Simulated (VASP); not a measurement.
Wanted: the native input for a VASP 6.6.1 run.

* Task: single point
* Functional: r2SCAN
* Potentials or basis: VASP PAW PBE potentials, release 64 (Ge_d)
* Cutoff: 520 eV
* k mesh: 12 × 12 × 12
* Occupations: gaussian, width 0.01 eV
* Spin: no spin polarisation
* Dipole correction: no
* Further INCAR settings: ALGO = Normal; EDIFF = 1e-07; NBANDS = 21

The system is Ge.

```xyz
2
Lattice="2.7908 2.7908 0.0000 -2.7908 2.7908 0.0000 0.0000 2.7908 2.7908" Properties=species:S:1:pos:R:3 pbc="T T T"
Ge    0.0000    2.7908    0.0000
Ge    1.3954    4.1862    1.3954
```

One way to write it, as run:

POSCAR

```
Ge
1.0
    2.7908079235      2.7908079235      0.0000000000
   -2.7908079235      2.7908079235      0.0000000000
    0.0000000000      2.7908079235      2.7908079235
Ge
2
Direct
    0.5000000000      0.5000000000      0.0000000000
    0.7500000000      0.2500000000      0.5000000000
```

INCAR.step1

```
SYSTEM = Ge
PREC     = Accurate       ! precision mode
ENCUT    = 520            ! plane-wave cutoff, eV
ISMEAR   = 0              ! smearing method
SIGMA    = 0.01           ! smearing width, eV
LREAL    = .FALSE.        ! projectors in reciprocal space
LASPH    = .TRUE.         ! aspherical terms in the spheres
NELM     = 100            ! most SCF steps
NBANDS   = 21             ! bands
GGA      = PE             ! functional
ALGO     = Normal         ! electronic algorithm
EDIFF    = 1E-4           ! SCF threshold, eV
LWAVE    = .TRUE.         ! write WAVECAR
LCHARG   = .FALSE.        ! write CHGCAR
```

INCAR.step2

```
SYSTEM = Ge
PREC     = Accurate       ! precision mode
ENCUT    = 520            ! plane-wave cutoff, eV
EDIFF    = 1E-7           ! SCF threshold, eV
ISMEAR   = 0              ! smearing method
SIGMA    = 0.01           ! smearing width, eV
LREAL    = .FALSE.        ! projectors in reciprocal space
LASPH    = .TRUE.         ! aspherical terms in the spheres
NELM     = 100            ! most SCF steps
ALGO     = Normal         ! electronic algorithm
ISIF     = 2              ! what is computed and relaxed
LWAVE    = .FALSE.        ! write WAVECAR
LCHARG   = .FALSE.        ! write CHGCAR
METAGGA  = R2SCAN         ! meta-GGA
LMIXTAU  = .TRUE.       
NBANDS   = 21             ! bands
ISTART   = 1
```

KPOINTS

```
regular mesh
0
G
  12 12 12
  0 0 0
```

Potentials or basis: VASP PAW PBE potentials, release 64 (Ge_d).

Command:

```bash
$ cat potpaw_PBE.64/Ge_d/POTCAR > POTCAR
$ cp INCAR.step1 INCAR
$ mpirun -np 1 vasp_std > vasp.out
$ cp INCAR.step2 INCAR
$ mpirun -np 1 vasp_std > vasp.out
```

Results of the run:

The pressure is 4.1 GPa and the band gap on the k mesh is 0.58 eV (least direct gap 0.80 eV).

Caveat: the cell stands under pressure; semilocal functionals underestimate gaps, and a narrow one can read as zero; the PAW data sets were made with another functional, which shifts forces and pressure a little.

It took 7.5 min on 1 thread of Intel Xeon 8259CL, with other jobs on the host, peak memory 0.2 GiB.
